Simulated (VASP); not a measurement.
CoO:

```
CELL_PARAMETERS angstrom
0.00000 2.13150 2.13150
2.13150 0.00000 2.13150
2.13150 2.13150 0.00000
ATOMIC_POSITIONS crystal
Co 0.00000 0.00000 0.00000
O 0.50000 0.50000 0.50000
```

Base run:

```yaml
Program: VASP 6.6.1
Functional: LDA
Potentials_or_basis: VASP PAW LDA potentials, release 64 (Co_sv, O)
Cutoff: 600 eV
k_mesh: 8 × 8 × 8
Occupations: gaussian, width 0.05 eV
Spin: collinear spin, ferromagnetic start
Starting_moments: "[2.82, 0.28] μB"
Hubbard_terms: Co d U = 4.0 eV
```

Its results: pressure -19.0 GPa; site moments Co +2.67; O +0.26 μB.

**Question.** After a change of settings the same cell gave: pressure -28.4 GPa; site moments Co +1.57; O -0.12 μB. Which change was it?
A. potentials or basis from VASP PAW LDA potentials, release 64 (Co_sv, O) to VASP PAW LDA potentials, release 64 (Co, O); cutoff from 600 eV to 520 eV; further incar settings from ALGO = Normal; EDIFF = 1e-06; NBANDS = 22 to ALGO = Normal; EDIFF = 1e-07; NBANDS = 18; valence electrons from 23 to 15
B. moments at the start from [2.82, 0.28] to [3.0, 0.0]
C. moments at the start from [2.82, 0.28] to [0.75, 0.0]; fixed moment from none to 0.75 μB
D. moments at the start from [2.82, 0.28] to [1.5, 0.0]; fixed moment from none to 1.5 μB

**Answer.** D.

Caveats: a cell with one magnetic atom can't hold antiferromagnetic order, which such compounds often take; the total moment is fixed, so each spin has its own Fermi level (some runs).
